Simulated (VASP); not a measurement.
# CdI2 (P-3m1) in VASP: single point with PBE+D3(BJ)

Aim: the single point of CdI2 with PBE+D3(BJ).

Program: VASP 6.6.1. These are calculated values, not measurements. Logs are shortened: lines on timing, memory, paths and dates and some standing lists are left out, and cuts for length are marked.

### 1 The cell of the first run

Symmetry: P-3m1, No. 164, trigonal system. Conventional cell: a = 4.242 Å, b = 4.242 Å, c = 27.311 Å, α = 90.00°, β = 90.00°, γ = 120.00°. Cd (site symmetry -3m) has 6 I at 3.00 Å within 3.9 Å. Cd (site symmetry 3m) has 6 I at 3.00 Å within 3.9 Å. Within 3.9 Å of Cd (site symmetry -3m) lie 6 I at 3.00 Å. Within 3.9 Å of I (site symmetry 3m) lie 3 Cd at 3.00 Å. I (site symmetry 3m) has 3 Cd at 3.00 Å within 3.9 Å. I (site symmetry 3m) has 3 Cd at 3.00 Å within 3.9 Å. I (site symmetry 3m) has 3 Cd at 3.00 Å within 3.9 Å.

### 2 Single point, PBE+D3(BJ)

INCAR reads:

```
SYSTEM = CdI2
ALGO = Normal
EDIFF = 1E-6
ENCUT = 500
GGA = PE
GGA_COMPAT = .False.
ISIF = 2
ISMEAR = -1
IVDW = 12
LASPH = .True.
LCHARG = .False.
LREAL = .False.
LWAVE = .False.
NBANDS = 64
NELM = 120
PREC = Accurate
SIGMA = 0.02
```

KPOINTS reads:

```
k-points
0
Gamma
  6 6 2
  0 0 0
```

POSCAR reads:

```
CdI2
1.0
    4.2423803204      0.0000000000      0.0000000000
   -2.1211901602      3.6740091300      0.0000000000
    0.0000000000      0.0000000000     27.3108354146
Cd I
4 8
Direct
    0.0000000000      0.0000000000      0.0000000000
    0.6666666667      0.3333333333      0.7499507831
    0.3333333333      0.6666666667      0.2500492169
    0.0000000000      0.0000000000      0.5000000000
    0.0000000000      0.0000000000      0.3133788440
    0.6666666667      0.3333333333      0.4366536598
    0.0000000000      0.0000000000      0.6866211560
    0.3333333333      0.6666666667      0.5633463402
    0.3333333333      0.6666666667      0.8133097150
    0.6666666667      0.3333333333      0.9366583245
    0.6666666667      0.3333333333      0.1866902850
    0.3333333333      0.6666666667      0.0633416755
```

Potentials or basis: VASP PAW PBE potentials, release 64 (Cd, I).

Command:

```
$ cat potpaw_PBE.64/Cd/POTCAR potpaw_PBE.64/I/POTCAR > POTCAR
$ mpirun -np 1 vasp_std > vasp.out
```

OUTCAR:

```text
SYSTEM = CdI2
   EDIFF = 1E-6
   ENCUT = 500
   GGA = PE
   ISIF = 2
   ISMEAR = -1
   IVDW = 12
   LASPH = .True.
   LREAL = .False.
   NELM = 120
   PREC = Accurate
 IVDW          = 12

 ion  position               nearest neighbor table
   1  0.000  0.000  0.000-  10 3.00  12 3.00  10 3.00  12 3.00  10 3.00  12 3.00
   2  0.667  0.333  0.750-   7 3.00   7 3.00   7 3.00   9 3.00   9 3.00   9 3.00
   3  0.333  0.667  0.250-   5 3.00   5 3.00   5 3.00  11 3.00  11 3.00  11 3.00
   4  0.000  0.000  0.500-   6 3.00   8 3.00   6 3.00   8 3.00   6 3.00   8 3.00
   5  0.000  0.000  0.313-   3 3.00   3 3.00   3 3.00
   6  0.667  0.333  0.437-   4 3.00   4 3.00   4 3.00
   7  0.000  0.000  0.687-   2 3.00   2 3.00   2 3.00
   8  0.333  0.667  0.563-   4 3.00   4 3.00   4 3.00
   9  0.333  0.667  0.813-   2 3.00   2 3.00   2 3.00
  10  0.667  0.333  0.937-   1 3.00   1 3.00   1 3.00
  11  0.667  0.333  0.187-   3 3.00   3 3.00   3 3.00
  12  0.333  0.667  0.063-   1 3.00   1 3.00   1 3.00

  LATTYP: Found a hexagonal cell.
 ALAT       =     4.2423803204
 C/A-ratio  =     6.4376207110

  Lattice vectors:

 A1 = (   4.2423803204,   0.0000000000,   0.0000000000)
 A2 = (  -2.1211901602,   3.6740091300,   0.0000000000)
 A3 = (   0.0000000000,   0.0000000000,  27.3108354146)

Analysis of symmetry for initial positions (statically):
=====================================================================
 Subroutine PRICEL returns:
 Original cell was already a primitive cell.

 Routine SETGRP: Setting up the symmetry group for a
 hexagonal supercell.

 Subroutine GETGRP returns: Found 12 space group operations
 (whereof 12 operations were pure point group operations)
 out of a pool of 24 trial point group operations.

The static configuration has the point symmetry D_3d.

Analysis of symmetry for dynamics (positions and initial velocities):
=====================================================================
 Subroutine PRICEL returns:
 Original cell was already a primitive cell.

 Routine SETGRP: Setting up the symmetry group for a
 hexagonal supercell.

 Subroutine GETGRP returns: Found 12 space group operations
 (whereof 12 operations were pure point group operations)
 out of a pool of 24 trial point group operations.

The dynamic configuration has the point symmetry D_3d.

 Subroutine INISYM returns: Found 12 space group operations
 (whereof 12 operations are pure point group operations),
 and found     1 'primitive' translations

----------------------------------------------------------------------------------------

                                     Primitive cell

  volume of cell :     425.6815

  direct lattice vectors                    reciprocal lattice vectors
     4.242380320  0.000000000  0.000000000     0.235716726  0.136091115  0.000000000
    -2.121190160  3.674009130  0.000000000     0.000000000  0.272182231  0.000000000
     0.000000000  0.000000000 27.310835415     0.000000000  0.000000000  0.036615504

  length of vectors
     4.242380320  4.242380320 27.310835415     0.272182231  0.272182231  0.036615504

  position of ions in fractional coordinates (direct lattice)
     0.000000000  0.000000000  0.000000000
     0.666666667  0.333333333  0.749950783
     0.333333333  0.666666667  0.250049217
     0.000000000  0.000000000  0.500000000
     0.000000000  0.000000000  0.313378844
     0.666666667  0.333333333  0.436653660
     0.000000000  0.000000000  0.686621156
     0.333333333  0.666666667  0.563346340
     0.333333333  0.666666667  0.813309715
     0.666666667  0.333333333  0.936658325
     0.666666667  0.333333333  0.186690285
     0.333333333  0.666666667  0.063341675

  ion indices of the primitive-cell ions
   primitive index   ion index
                 1           1
                 2           2
                 3           3
                 4           4
                 5           5
                 6           6
                 7           7
                 8           8
                 9           9
                10          10
                11          11
                12          12

----------------------------------------------------------------------------------------

 KPOINTS: k-points

Automatic generation of k-mesh.
 Grid dimensions read from file:
 generate k-points for:    6    6    2

 Generating k-lattice:

  Cartesian coordinates                     Fractional coordinates (reciprocal lattice)
     0.039286121  0.022681853  0.000000000     0.166666667 -0.000000000  0.000000000
     0.000000000  0.045363705  0.000000000     0.000000000  0.166666667  0.000000000
     0.000000000  0.000000000  0.018307752     0.000000000  0.000000000  0.500000000

  Length of vectors
     0.045363705  0.045363705  0.018307752

  Shift w.r.t. Gamma in fractional coordinates (k-lattice)
     0.000000000  0.000000000  0.000000000

 Subroutine IBZKPT returns following result:
 ===========================================

 Found     14 irreducible k-points:

 Following reciprocal coordinates:
            Coordinates               Weight
  0.000000  0.000000  0.000000      1.000000
  0.166667  0.000000  0.000000      6.000000
  0.333333  0.000000  0.000000      6.000000
  0.500000  0.000000  0.000000      3.000000
  0.166667  0.166667  0.000000      6.000000
  0.333333  0.166667  0.000000     12.000000
  0.333333  0.333333  0.000000      2.000000
  0.000000  0.000000  0.500000      1.000000
  0.166667  0.000000  0.500000      6.000000
  0.333333  0.000000  0.500000      6.000000
  0.500000  0.000000  0.500000      3.000000
  0.166667  0.166667  0.500000      6.000000
  0.333333  0.166667  0.500000     12.000000
  0.333333  0.333333  0.500000      2.000000
   k-points           NKPTS =     14   k-points in BZ     NKDIM =     14   number of bands    NBANDS=     64
   number of dos      NEDOS =    301   number of ions     NIONS =     12
   total plane-waves  NPLWV = 204800
   dimension x,y,z NGX =    32 NGY =   32 NGZ =  200
   dimension x,y,z NGXF=    64 NGYF=   64 NGZF=  400
   ions per type =               4   8
   NGX,Y,Z   is equivalent  to a cutoff of  12.54, 12.54, 12.17 a.u.
   NGXF,Y,Z  is equivalent  to a cutoff of  25.08, 25.08, 24.35 a.u.
 SYSTEM =  CdI2
   PREC   = accura    normal or accurate (medium, high low for compatibility)
   ISTART =      0    job   : 0-new  1-cont  2-samecut
   ICHARG =      2    charge: 1-file 2-atom 10-const
   ISPIN  =      1    spin polarized calculation?
   LNONCOLLINEAR =      F non collinear calculations
   LSORBIT =      F    spin-orbit coupling
   LASPH  =      T    aspherical Exc in radial PAW
   ENCUT  =  500.0 eV  36.75 Ry    6.06 a.u.   7.73  7.73 49.79*2*pi/ulx,y,z
   NELM   =    120;   NELMIN=  2; NELMDL= -5     # of ELM steps
   EDIFF  = 0.1E-05   stopping-criterion for ELM
   LREAL  =      F    real-space projection
   EDIFFG = 0.1E-04   stopping-criterion for IOM
   NSW    =      0    number of steps for IOM
   IBRION =     -1    ionic relax: 0-MD 1-quasi-New 2-CG
   NFREE  =      0    steps in history (QN), initial steepest desc. (CG)
   ISIF   =      2    stress and relaxation
   ISYM   =      2    0-nonsym 1-usesym 2-fastsym
   POTIM  = 0.5000    time-step for ionic-motion
   TEBEG  =    0.0;   TEEND  =   0.0 temperature during run
   PSTRESS=    0.0 pullay stress
   NELECT =     104.0000    total number of electrons
   NUPDOWN=      -1.0000    fix difference up-down
   EMIN   =  10.00;   EMAX   =-10.00  energy-range for DOS
   EFERMI =   0.00;   METHOD = LEGACY
   ISMEAR =    -1;   SIGMA  =   0.02  broadening in eV -4-tet -1-fermi 0-gaus
   EFERMI_NEDOS =   21; number of points for ismear=-14 and -15
   IALGO  =     38    algorithm
   IMIX   =      4    mixing-type and parameters
     AMIX     =   0.40;   BMIX     =  1.00
     AMIX_MAG =   1.60;   BMIX_MAG =  1.00
  volume/ion in A,a.u.               =      35.47       239.39
  Fermi-wavevector in a.u.,A,eV,Ry     =   1.023429  1.934000 14.250833  1.047407
  Thomas-Fermi vector in A             =   2.157162
   LORBIT       =      0    0 simple, 1 ext, 2 COOP (PROOUT), +10 PAW based schemes
   GGA     = PE    functional components
   LHFCALC =     F    Hartree Fock is set to
   AEXX    =    0.0000 exact exchange contribution
   IVDW    =    12    specifies the selected vdW correction
   LEPSILON=     F    determine dielectric tensor
   LRPA    =     F    only Hartree local field effects (RPA)
 non-spin polarized calculation
  energy-cutoff  :      500.00
  volume of cell :      425.68
 maximum number of plane-waves:     10888
 NGX is ok and might be reduce to    32
   NGX = 15   NGY = 15   NGZ = 99

 number of electron     103.9999984 magnetization

 Free energy of the ion-electron system (eV)
  ---------------------------------------------------
  ext. energy  EPLUGINS =         0.00000000
  ---------------------------------------------------
  free energy    TOTEN  =       -21.93113497 eV

  energy without entropy =      -21.93113497  energy(sigma->0) =      -21.93113497

 E-fermi :   2.5555     XC(G=0):  -8.6112

 val. band max:        2.0899345822   @ k =   0.1667   0.0000   0.0000
 cond. band min:       4.2911281990   @ k =   0.5000   0.0000   0.0000
 fundamental gap:      2.2011936168
 Fermi energy:         2.5555350067

 k-point     1 :       0.0000    0.0000    0.0000
  band No.  band energies     occupation
      1     -10.0452      2.00000
      2      -9.9690      2.00000
      3      -9.9689      2.00000
      4      -9.8450      2.00000
      5      -9.5842      2.00000
      6      -9.4337      2.00000
[... 56 lines left out ...]
     63       8.3163      0.00000
     64       8.3177      0.00000

 k-point     2 :       0.1667    0.0000    0.0000
  band No.  band energies     occupation
      1      -9.9122      2.00000
      2      -9.8431      2.00000
      3      -9.8429      2.00000
      4      -9.7266      2.00000
      5      -9.5333      2.00000
      6      -9.3989      2.00000
[... 56 lines left out ...]
     63       8.1291      0.00000
     64       8.4124      0.00000

 k-point     3 :       0.3333    0.0000    0.0000
  band No.  band energies     occupation
      1      -9.6074      2.00000
      2      -9.5623      2.00000
      3      -9.5619      2.00000
      4      -9.4731      2.00000
      5      -9.4249      2.00000
      6      -9.3326      2.00000
[... 726 lines left out ...]
     63       8.3816      0.00000
     64       8.4712      0.00000

 k-point    14 :       0.3333    0.3333    0.5000
  band No.  band energies     occupation
      1      -9.3150      2.00000
      2      -9.3150      2.00000
      3      -9.3063      2.00000
      4      -9.3063      2.00000
      5      -9.3057      2.00000
      6      -9.3057      2.00000
[... 56 lines left out ...]
     63       8.6958      0.00000
     64       8.6958      0.00000

------------------------ aborting loop because EDIFF is reached ----------------------------------------

 Edisp (eV)   -4.01325

 E8    (eV) :    -1.7994

  FORCE on cell =-STRESS in cart. coord.  units (eV):
  Direction    XX          YY          ZZ          XY          YZ          ZX
  --------------------------------------------------------------------------------------
  -------------------------------------------------------------------------------------
  Total       0.32990     0.32990     0.26164    -0.00000    -0.00000    -0.00000
  in kB       1.24167     1.24167     0.98474    -0.00000    -0.00000    -0.00000
  external pressure =        1.16 kB  Pullay stress =        0.00 kB

 VOLUME and BASIS-vectors are now :
 -----------------------------------------------------------------------------
  energy-cutoff  :      500.00
  volume of cell :      425.68
      direct lattice vectors                 reciprocal lattice vectors
     4.242380320  0.000000000  0.000000000     0.235716726  0.136091115  0.000000000
    -2.121190160  3.674009130  0.000000000     0.000000000  0.272182231  0.000000000
     0.000000000  0.000000000 27.310835415     0.000000000  0.000000000  0.036615504

 POSITION                                       TOTAL-FORCE (eV/Angst)
 -----------------------------------------------------------------------------------
      0.00000      0.00000      0.00000         0.000000     -0.000000      0.000000
      2.12119      1.22467     20.48178        -0.000000     -0.000000     -0.000646
     -0.00000      2.44934      6.82905         0.000000      0.000000      0.000646
      0.00000      0.00000     13.65542         0.000000     -0.000000      0.000000
      0.00000      0.00000      8.55864         0.000000     -0.000000      0.020532
      2.12119      1.22467     11.92538        -0.000000      0.000000     -0.020280
      0.00000      0.00000     18.75220         0.000000      0.000000     -0.020532
     -0.00000      2.44934     15.38546        -0.000000     -0.000000      0.020280
     -0.00000      2.44934     22.21217         0.000000     -0.000000      0.021525
      2.12119      1.22467     25.58092        -0.000000      0.000000     -0.021839
      2.12119      1.22467      5.09867        -0.000000      0.000000     -0.021525
     -0.00000      2.44934      1.72991         0.000000     -0.000000      0.021839
 -----------------------------------------------------------------------------------
    total drift:                               -0.000000      0.000000      0.000000

  FREE ENERGIE OF THE ION-ELECTRON SYSTEM (eV)
  ---------------------------------------------------
  free  energy   TOTEN  =       -25.9443898526 eV

  energy  without entropy=      -25.9443898526  energy(sigma->0) =      -25.94438985
```

It took 9.1 min on 1 thread of Intel Xeon Platinum 8259CL at 2.50GHz (Skylake/Cascade Lake), shared host; peak memory 0.63 GiB.

Results:

| Property | Result |
| --- | --- |
| Free energy | -25.9444 eV |
| Pressure | 0.1 GPa |
| Largest force | 0.022 eV/Å |
| Band gap on the k mesh | 2.20 eV (least direct gap 2.34 eV) |
| Dispersion energy per atom | -0.334 eV |

Forces in eV/Å, atoms in the order of the input:
```
Cd   0.000  0.000  0.000
Cd   0.000  0.000 -0.001
Cd   0.000  0.000  0.001
Cd   0.000  0.000  0.000
I    0.000  0.000  0.021
I    0.000  0.000 -0.020
I    0.000  0.000 -0.021
I    0.000  0.000  0.020
I    0.000  0.000  0.022
I    0.000  0.000 -0.022
I    0.000  0.000 -0.022
I    0.000  0.000  0.022
```

Levels at points of the mesh, in eV from the valence-band top:
```tsv
k point	band 49	band 50	band 51	band 52	band 53	band 54	band 55	band 56
(0.00, 0.00, 0.00)	-0.08	-0.08	-0.02	-0.02	2.41	3.06	3.06	3.61
(0.50, 0.00, 0.00)	-0.33	-0.30	-0.30	-0.14	2.20	2.37	2.45	2.61
(0.00, 0.00, 0.50)	-0.04	-0.04	-0.03	-0.03	2.62	2.62	3.45	3.46
(0.50, 0.00, 0.50)	-0.43	-0.38	-0.19	-0.18	2.25	2.29	2.52	2.56
```

Caveat: spin-orbit coupling is left out, which moves the levels of the heavy elements.
